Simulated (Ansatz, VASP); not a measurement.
One calculation of Be2C, two programs

```
C Be
1.0
     0.00000    2.11638    2.11638
     2.11638    0.00000    2.11638
     2.11638    2.11638    0.00000
C Be
1 2
Direct
  0.00000 0.00000 0.00000
  0.25000 0.25000 0.25000
  0.75000 0.75000 0.75000
```

Alike in both runs: task single point; functional r2SCAN; k mesh 8 × 8 × 8; no spin polarisation.

|  | VASP | Ansatz |
| --- | --- | --- |
| version | VASP 6.6.1 | Ansatz 0.2.0 |
| potentials or method | VASP PAW PBE potentials, release 64 (C, Be) | plane waves, PAW |
| plane-wave cutoff (eV) | 660 | 500 |
| occupations | gaussian, width 0.01 eV | fixed |
| valence electrons in the cell | 8 | 8 |

VASP gave:

* gap on the k mesh at the Fermi level (eV): 1.56
* pressure (GPa): 15.0

Q: Estimate Ansatz's values.

A: gap on the k mesh at the Fermi level (eV): 1.56; pressure (GPa): 14.2.

VASP's potentials were made for PBE, not for r2SCAN.
